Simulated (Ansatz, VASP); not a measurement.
# One calculation of Mo, two programs

File POSCAR:

```
Mo
1.0
    0.0000000000      2.0150000000      2.0150000000
    2.0150000000      0.0000000000      2.0150000000
    2.0150000000      2.0150000000      0.0000000000
Mo
1
Direct
    0.0000000000      0.0000000000      0.0000000000
```

File INCAR.step1:

```
PREC = Accurate
ENCUT = 520
ISMEAR = 0
SIGMA = 0.15
LREAL = False
LASPH = True
NELM = 100
NBANDS = 13
GGA = PE
ALGO = Normal
EDIFF = 1E-4
LWAVE = True
LCHARG = False
```

The input INCAR.step2:

```
PREC = Accurate
ENCUT = 520
EDIFF = 1E-6
ISMEAR = 0
SIGMA = 0.15
LREAL = False
LASPH = True
NELM = 100
ALGO = Normal
ISIF = 2
LWAVE = False
LCHARG = False
METAGGA = R2SCAN
LMIXTAU = True
NBANDS = 13
ISTART = 1
```

The input KPOINTS:

```
Automatic mesh
0
Gamma
  20 20 20
```

Input for Ansatz:

```yaml
crystal:
  lattice:
    - [0.0, 2.015, 2.015]
    - [2.015, 0.0, 2.015]
    - [2.015, 2.015, 0.0]
  atoms:
    - { symbol: Mo, position: [0.0, 0.0, 0.0] }
basis:
  ecutwfc: 500
kpoints:
  mp_grid: { grid: [20, 20, 20] }
hamiltonian:
  xc: r2scan
scf:
  occupations: { method: gaussian, width: 0.15 }
output:
  forces: true
  stress: true
  eigenvalues: true
```

Alike in both runs: task single point; functional r2SCAN; k mesh 20 × 20 × 20; occupations gaussian, width 0.15 eV; no spin polarisation.

|  | VASP | Ansatz |
| --- | --- | --- |
| version | VASP 6.6.1 | Ansatz 0.2.0 |
| potentials or method | VASP PAW PBE potentials, release 64 (Mo_sv), cutoff 520 eV | scalar-relativistic, plane waves, PAW |
| valence electrons in the cell | 14 | 14 |

|  | VASP | Ansatz | Ansatz less VASP |
| --- | --- | --- | --- |
| gap on the k mesh at the Fermi level (eV) | none | none | - |
| pressure (GPa) | -6.5 | -7.3 | -0.87 |

VASP's potentials were made for PBE, not for r2SCAN. A gap of «none» marks a metal or a gap that the smearing closes.
